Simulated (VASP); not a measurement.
# TlSbO2 (R-3m) in VASP: notebook

TlSbO2 is run at these levels: PBE, PBEsol, LDA; tasks: relaxation of cell and atoms.

Program: VASP 6.6.1. These are calculated values, not measurements. Logs are shortened: lines on timing, memory, paths and dates and some standing lists are left out, and cuts for length are marked.

## 1. The cell of the first run

It takes space group R-3m (No. 166, trigonal). Conventional cell: a = 2.929 Å, b = 2.929 Å, c = 14.349 Å, α = 90.00°, β = 90.00°, γ = 120.00°. Tl (site symmetry -3m) has 6 O at 2.07 Å within 2.7 Å. Within 2.7 Å of Sb (site symmetry -3m) lie 6 O at 2.07 Å. Within 2.7 Å of O (site symmetry 3m) lie 3 Tl at 2.07 Å and 3 Sb at 2.07 Å.

## 2. Relaxation of cell and atoms, PBE

The input, INCAR:

```
SYSTEM = TlSbO2
ALGO = Normal ; EDIFF = 1E-6
EDIFFG = -0.005 ; ENCUT = 600
GGA = PE ; IBRION = 2
ISIF = 3 ; ISMEAR = -1
LASPH = .True. ; LCHARG = .False.
LREAL = .False. ; LWAVE = .False.
NELM = 100 ; NSW = 80
PREC = Accurate ; SIGMA = 0.02
```

The input, KPOINTS:

```
k-points
0
Gamma
  10 10 10
  0 0 0
```

The input, POSCAR:

```
TlSbO2
1.0
    1.4644453674      0.8454979271      4.7828585419
   -1.4644453674      0.8454979271      4.7828585419
    0.0000000000     -1.6909958542      4.7828585419
Tl Sb O
1 1 2
Direct
    1.0000000000      0.0000000000      0.0000000000
    0.5000000000      0.5000000000      0.5000000000
    0.2500000000      0.2500000000      0.2500000000
    0.7500000000      0.7500000000      0.7500000000
```

Potentials or basis: VASP PAW PBE potentials, release 64 (Tl_d, Sb, O).

Run with:

```bash
cat potpaw_PBE.64/Tl_d/POTCAR potpaw_PBE.64/Sb/POTCAR potpaw_PBE.64/O/POTCAR > POTCAR
mpirun -np 1 vasp_std > vasp.out
```

OUTCAR:

```text
SYSTEM = TlSbO2
   EDIFF = 1E-6
   EDIFFG = -0.005
   ENCUT = 600
   GGA = PE
   IBRION = 2
   ISIF = 3
   ISMEAR = -1
   LASPH = .True.
   LREAL = .False.
   NELM = 100
   NSW = 80
   PREC = Accurate

 ion  position               nearest neighbor table
   1  0.000  0.000  0.000-   4 2.07   4 2.07   3 2.07   3 2.07   4 2.07   3 2.07   2 2.93   2 2.93
                             2 2.93   2 2.93   2 2.93   2 2.93
   2  0.500  0.500  0.500-   3 2.07   3 2.07   4 2.07   4 2.07   3 2.07   4 2.07   1 2.93   1 2.93
                             1 2.93   1 2.93   1 2.93   1 2.93
   3  0.250  0.250  0.250-   1 2.07   1 2.07   2 2.07   2 2.07   1 2.07   2 2.07
   4  0.750  0.750  0.750-   2 2.07   2 2.07   1 2.07   1 2.07   2 2.07   1 2.07

  LATTYP: Found a trigonal (rhomboedric) cell.
 ALAT       =     5.0729875626
 COS(alpha) =     0.8333333333

  Lattice vectors:

 A1 = (   1.4644453674,   0.8454979271,   4.7828585419)
 A2 = (  -1.4644453674,   0.8454979271,   4.7828585419)
 A3 = (   0.0000000000,  -1.6909958542,   4.7828585419)

Analysis of symmetry for initial positions (statically):
=====================================================================
 Subroutine PRICEL returns:
 Original cell was already a primitive cell.

 Routine SETGRP: Setting up the symmetry group for a
 trigonal (rhombohedral) supercell.

 Subroutine GETGRP returns: Found 12 space group operations
 (whereof 12 operations were pure point group operations)
 out of a pool of 12 trial point group operations.

The static configuration has the point symmetry D_3d.

Analysis of symmetry for dynamics (positions and initial velocities):
=====================================================================
 Subroutine PRICEL returns:
 Original cell was already a primitive cell.

 Routine SETGRP: Setting up the symmetry group for a
 trigonal (rhombohedral) supercell.

 Subroutine GETGRP returns: Found 12 space group operations
 (whereof 12 operations were pure point group operations)
 out of a pool of 12 trial point group operations.

The dynamic configuration has the point symmetry D_3d.

 Subroutine INISYM returns: Found 12 space group operations
 (whereof 12 operations are pure point group operations),
 and found     1 'primitive' translations

----------------------------------------------------------------------------------------

                                     Primitive cell

  volume of cell :      35.5324

  direct lattice vectors                    reciprocal lattice vectors
     1.464445367  0.845497927  4.782858542     0.341426188  0.197122502  0.069693329
    -1.464445367  0.845497927  4.782858542    -0.341426188  0.197122502  0.069693329
     0.000000000 -1.690995854  4.782858542     0.000000000 -0.394245004  0.069693329

  length of vectors
     5.072987563  5.072987563  5.072987563     0.400357694  0.400357694  0.400357694

  position of ions in fractional coordinates (direct lattice)
     0.000000000  0.000000000  0.000000000
     0.500000000  0.500000000  0.500000000
     0.250000000  0.250000000  0.250000000
     0.750000000  0.750000000  0.750000000

  ion indices of the primitive-cell ions
   primitive index   ion index
                 1           1
                 2           2
                 3           3
                 4           4

----------------------------------------------------------------------------------------

 KPOINTS: k-points

Automatic generation of k-mesh.
 Grid dimensions read from file:
 generate k-points for:   10   10   10

 Generating k-lattice:

  Cartesian coordinates                     Fractional coordinates (reciprocal lattice)
     0.034142619  0.019712250  0.006969333     0.100000000  0.000000000  0.000000000
    -0.034142619  0.019712250  0.006969333     0.000000000  0.100000000  0.000000000
     0.000000000 -0.039424500  0.006969333     0.000000000  0.000000000  0.100000000

  Length of vectors
     0.040035769  0.040035769  0.040035769

  Shift w.r.t. Gamma in fractional coordinates (k-lattice)
     0.000000000  0.000000000  0.000000000

 Subroutine IBZKPT returns following result:
 ===========================================

 Found    116 irreducible k-points:

 Following reciprocal coordinates:
            Coordinates               Weight
  0.000000  0.000000  0.000000      1.000000
  0.100000 -0.000000 -0.000000      6.000000
  0.200000 -0.000000 -0.000000      6.000000
  0.300000 -0.000000 -0.000000      6.000000
  0.400000 -0.000000 -0.000000      6.000000
  0.500000 -0.000000  0.000000      3.000000
[... 16 lines left out ...]
  0.300000  0.300000 -0.000000      6.000000
  0.400000  0.300000 -0.000000     12.000000
 [... further k-points ...]
   k-points           NKPTS =    116   k-points in BZ     NKDIM =    116   number of bands    NBANDS=     19
   number of dos      NEDOS =    301   number of ions     NIONS =      4
   total plane-waves  NPLWV =  74088
   dimension x,y,z NGX =    42 NGY =   42 NGZ =   42
   dimension x,y,z NGXF=    84 NGYF=   84 NGZF=   84
   ions per type =               1   1   2
   NGX,Y,Z   is equivalent  to a cutoff of  13.76, 13.76, 13.76 a.u.
   NGXF,Y,Z  is equivalent  to a cutoff of  27.53, 27.53, 27.53 a.u.
 SYSTEM =  TlSbO2
   PREC   = accura    normal or accurate (medium, high low for compatibility)
   ISTART =      0    job   : 0-new  1-cont  2-samecut
   ICHARG =      2    charge: 1-file 2-atom 10-const
   ISPIN  =      1    spin polarized calculation?
   LNONCOLLINEAR =      F non collinear calculations
   LSORBIT =      F    spin-orbit coupling
   LASPH  =      T    aspherical Exc in radial PAW
   ENCUT  =  600.0 eV  44.10 Ry    6.64 a.u.  10.13 10.13 10.13*2*pi/ulx,y,z
   NELM   =    100;   NELMIN=  2; NELMDL= -5     # of ELM steps
   EDIFF  = 0.1E-05   stopping-criterion for ELM
   LREAL  =      F    real-space projection
   EDIFFG = -.5E-02   stopping-criterion for IOM
   NSW    =     80    number of steps for IOM
   IBRION =      2    ionic relax: 0-MD 1-quasi-New 2-CG
   NFREE  =      1    steps in history (QN), initial steepest desc. (CG)
   ISIF   =      3    stress and relaxation
   ISYM   =      2    0-nonsym 1-usesym 2-fastsym
   POTIM  = 0.5000    time-step for ionic-motion
   TEBEG  =    0.0;   TEEND  =   0.0 temperature during run
   PSTRESS=    0.0 pullay stress
   NELECT =      30.0000    total number of electrons
   NUPDOWN=      -1.0000    fix difference up-down
   EMIN   =  10.00;   EMAX   =-10.00  energy-range for DOS
   EFERMI =   0.00;   METHOD = LEGACY
   ISMEAR =    -1;   SIGMA  =   0.02  broadening in eV -4-tet -1-fermi 0-gaus
   EFERMI_NEDOS =   21; number of points for ismear=-14 and -15
   IALGO  =     38    algorithm
   IMIX   =      4    mixing-type and parameters
     AMIX     =   0.40;   BMIX     =  1.00
     AMIX_MAG =   1.60;   BMIX_MAG =  1.00
  volume/ion in A,a.u.               =       8.88        59.95
  Fermi-wavevector in a.u.,A,eV,Ry     =   1.547297  2.923968 32.574099  2.394129
  Thomas-Fermi vector in A             =   2.652411
   LORBIT       =      0    0 simple, 1 ext, 2 COOP (PROOUT), +10 PAW based schemes
   GGA     = PE    functional components
   LHFCALC =     F    Hartree Fock is set to
   AEXX    =    0.0000 exact exchange contribution
   IVDW    =     0    specifies the selected vdW correction
   LEPSILON=     F    determine dielectric tensor
   LRPA    =     F    only Hartree local field effects (RPA)
 conjugate gradient relaxation of ions
 non-spin polarized calculation
  energy-cutoff  :      600.00
  volume of cell :       35.53
 maximum number of plane-waves:      1203
 NGX is ok and might be reduce to    42
   NGX = 21   NGY = 21   NGZ = 21

--------------------------------------- Ionic step        1  -------------------------------------------

 number of electron      29.9999999 magnetization

 Free energy of the ion-electron system (eV)
  ---------------------------------------------------
  ext. energy  EPLUGINS =         0.00000000
  ---------------------------------------------------
  free energy    TOTEN  =        -3.68091008 eV

  energy without entropy =       -3.68049008  energy(sigma->0) =       -3.68070008

 E-fermi :  19.9655     XC(G=0): -14.3017

 val. band max:       19.8562840414   @ k =  -0.4000   0.2000   0.0000
 cond. band min:      19.9679515154   @ k =   0.4000   0.2000   0.1000
 fundamental gap:      0.1116674740
 Fermi energy:        19.9655414842

 k-point     1 :       0.0000    0.0000    0.0000
  band No.  band energies     occupation
      1      -7.6430      2.00000
      2      -5.0092      2.00000
      3       1.9336      2.00000
      4       3.9591      2.00000
      5       3.9591      2.00000
      6       5.4220      2.00000
[... 1700 lines left out ...]
  FREE ENERGIE OF THE ION-ELECTRON SYSTEM (eV)
  ---------------------------------------------------
  free  energy   TOTEN  =       -17.6539246136 eV

  energy  without entropy=      -17.6533986913  energy(sigma->0) =      -17.65366165

[... ionic steps 4 to 16 ...]

--------------------------------------- Ionic step       17  -------------------------------------------

 number of electron      30.0000008 magnetization

------------------------ aborting loop because EDIFF is reached ----------------------------------------

  FORCE on cell =-STRESS in cart. coord.  units (eV):
  Direction    XX          YY          ZZ          XY          YZ          ZX
  --------------------------------------------------------------------------------------
  -------------------------------------------------------------------------------------
  Total        0.1466453      0.1466453      0.1182021      0.0000000      0.0000000      0.0000000
  in kB        3.4873575      3.4873575      2.8109539      0.0000000      0.0000000      0.0000000
  external PRESSURE =       3.2618896 kB  Pullay stress =       0.0000000 kB
[... 61 lines left out ...]
  energy  without entropy=      -19.1351351259  energy(sigma->0) =      -19.13535686

--------------------------------------- Ionic step       19  -------------------------------------------

 number of electron      30.0000009 magnetization

 Free energy of the ion-electron system (eV)
  ---------------------------------------------------
  ext. energy  EPLUGINS =         0.00000000
  ---------------------------------------------------
  free energy    TOTEN  =       -19.13559219 eV

  energy without entropy =      -19.13514498  energy(sigma->0) =      -19.13536858

 E-fermi :   7.0581     XC(G=0): -10.5810

 val. band max:        7.0527299022   @ k =   0.1000   0.1000   0.1000
 cond. band min:       7.0978631100   @ k =   0.1000  -0.0000  -0.0000
 fundamental gap:      0.0451332078
 Fermi energy:         7.0580574264

 k-point     1 :       0.0000    0.0000    0.0000
  band No.  band energies     occupation
      1     -11.9716      2.00000
      2     -10.8320      2.00000
      3      -4.2112      2.00000
      4      -4.1553      2.00000
      5      -4.1553      2.00000
      6      -3.8716      2.00000
[... 550 lines left out ...]
  FREE ENERGIE OF THE ION-ELECTRON SYSTEM (eV)
  ---------------------------------------------------
  free  energy   TOTEN  =       -19.1355921853 eV

  energy  without entropy=      -19.1351449812  energy(sigma->0) =      -19.13536858

 reached required accuracy - stopping structural energy minimisation
```

It took 22 min on 1 thread of Intel Xeon 6975P-C (Granite Rapids), shared host; peak memory 0.36 GiB.

Results:

```
Free energy                           : -19.1356 eV
Relaxed volume                        : 16.89 Å³/atom
Relaxed cell                          : a = 6.534 Å, b = 6.534 Å, c = 6.534 Å, α = 31.49°, β = 31.49°, γ = 31.49°
Space group after relaxing (to 0.1 Å) : R-3m (No. 166)
Pressure after relaxing               : 0.0 GPa
Band gap on the k mesh                : zero (bands 15 and 16 overlap by 0.27 eV)
```

Final structure:
```cif
data_structure
_symmetry_space_group_name_H-M 'P 1'
_symmetry_Int_Tables_number 1
_cell_length_a 6.5338
_cell_length_b 6.5338
_cell_length_c 6.5338
_cell_angle_alpha 31.485
_cell_angle_beta 31.485
_cell_angle_gamma 31.485
_cell_volume 67.55
loop_
_atom_site_label
_atom_site_type_symbol
_atom_site_fract_x
_atom_site_fract_y
_atom_site_fract_z
_atom_site_occupancy
Tl1 Tl 0.00000 0.00000 0.00000 1
Sb1 Sb 0.50000 0.50000 0.50000 1
O1 O 0.22856 0.22856 0.22856 1
O2 O 0.77144 0.77144 0.77144 1
```

Levels at points of the mesh, in eV from the Fermi level:
```csv
k point,band 13,band 14,band 15,band 16,band 17,band 18
"(0.00, 0.00, 0.00)",-3.13,-3.13,-0.38,-0.28,4.12,4.12
"(0.50, 0.00, 0.00)",-3.11,-2.24,-1.12,1.23,2.10,4.52
"(0.50, 0.50, 0.00)",-2.88,-2.57,-0.52,0.21,3.25,4.41
"(0.50, 0.50, 0.50)",-3.22,-2.67,-1.47,1.08,4.38,4.38
```

Caveat: the volume moved by over 15 % at a fixed basis, so the end points are rough; spin-orbit coupling is left out, which moves the levels of the heavy elements.

[end of part 1 of 2]

The gap in the log of VASP goes by the Fermi energy; the results here count the filled bands.